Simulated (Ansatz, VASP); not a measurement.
## Two plane-wave programs on TiCo3

```
Ti Co
1.0
     3.61400    0.00000    0.00000
     0.00000    3.61400    0.00000
     0.00000    0.00000    3.61400
Ti Co
1 3
Direct
  0.00000 0.00000 0.00000
  0.00000 0.50000 0.50000
  0.50000 0.00000 0.50000
  0.50000 0.50000 0.00000
```

Alike in both runs: task single point; functional PBEsol; k mesh 12 × 12 × 12; occupations fermi-dirac, width 0.02 eV; collinear spin.

```csv
,VASP,Ansatz
version,VASP 6.6.1,Ansatz 0.2.0
potentials or method,"VASP PAW PBE potentials, release 64 (Ti_sv, Co), cutoff 520 eV","scalar-relativistic, plane waves, PAW"
valence electrons in the cell,39,63
```

```tsv
	VASP	Ansatz	Ansatz less VASP
gap on the k mesh at the Fermi level (eV)	none	none	-
pressure (GPa)	-15.4	-10.3	+5.15
net moment per atom (μB)	0.00	0.67	+0.669
size of the moment on the site where the two differ most (μB)	0.00	1.10	+1.100
```

The net moments are unlike, so the other rows may belong to different states. VASP's potentials were made for PBE, not for PBEsol. Site moments also hang on the region over which each program counts them. A gap of «none» marks a metal or a gap that the smearing closes. VASP's potentials hold 39 valence electrons a cell and Ansatz's 63, so a difference there can come from the potentials and not from the codes.
